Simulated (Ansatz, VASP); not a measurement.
## Two plane-wave programs on F

```
CELL_PARAMETERS angstrom
-1.30704 1.30704 1.30704
1.30704 -1.30704 1.30704
1.30704 1.30704 -1.30704
ATOMIC_POSITIONS crystal
F 0.00000 0.00000 0.00000
```

Change from the starting cell: volume scaled by 0.88, PAW files, core large.

Alike in both runs: task single point; functional PBE; k mesh 18 × 18 × 18; occupations fermi-dirac, width 0.08 eV; no spin polarisation.

```csv
,VASP,Ansatz
version,VASP 6.6.1,Ansatz 0.2.0
potentials or method,"VASP PAW PBE potentials, release 64 (F)","PAW with other files of Ansatz's library (core large), scalar-relativistic"
plane-wave cutoff (eV),520,420
valence electrons in the cell,7,7
```

|  | VASP | Ansatz | Ansatz less VASP |
| --- | --- | --- | --- |
| pressure (GPa) | 8.4 | 9.2 | +0.78 |

The functional is the same, so the differences come from potentials, cutoffs and numerics.
